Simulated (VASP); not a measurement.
A run of VASP 6.6.1 is set up as follows.

POSCAR

```
Se
1.0
    4.3662000000      0.0000000000      0.0000000000
   -2.1831000000      3.7812401180      0.0000000000
    0.0000000000      0.0000000000      4.9536000000
Se
3
Direct
    0.7746000000      0.7746000000      0.0000000000
    0.0000000000      0.2254000000      0.6666666667
    0.2254000000      0.0000000000      0.3333333333
```

File INCAR.step1:

```
SYSTEM = Se
PREC = Accurate
ENCUT = 520
EDIFF = 1E-5
ISMEAR = -1
SIGMA = 0.05
LREAL = .False.
LASPH = .True.
NELM = 60
ALGO = Normal
ISIF = 2
LWAVE = .True.
GGA = PE
NBANDS = 16
```

INCAR.step2

```
SYSTEM = Se
PREC = Accurate
ENCUT = 520
EDIFF = 1E-6
ISMEAR = -1
SIGMA = 0.05
LREAL = .False.
LASPH = .True.
NELM = 60
ALGO = Normal
ISIF = 2
LWAVE = .False.
LCHARG = .True.
METAGGA = R2SCAN
LHFCALC = .True.
AEXX = 0.5
LMIXTAU = .True.
PRECFOCK = Normal
LELF = .True.
LVHAR = .True.
ISTART = 1
NBANDS = 16
```

The input KPOINTS:

```
Automatic mesh
0
Gamma
  4 4 3
  0 0 0
```

Potentials or basis: VASP PAW PBE potentials, release 64 (Se).

The run is started by

```sh
$ cat potpaw_PBE.64/Se/POTCAR > POTCAR
$ cp INCAR.step1 INCAR
$ mpirun -np 1 vasp_std > vasp.out
$ cp INCAR.step2 INCAR
$ mpirun -np 1 vasp_std > vasp.out
```

(1) Estimate the pressure.

(2) What does it give for the largest force?

(3) Estimate the band gap on the k mesh.

Results:

(1) -2.1 GPa.

(2) 0.854 eV/Å.

(3) 4.82 eV, indirect (least direct gap 5.22 eV).

Caveat: the k points lie up to 0.42 Å⁻¹ apart; the PAW data sets were made with another functional, which shifts forces and pressure a little.
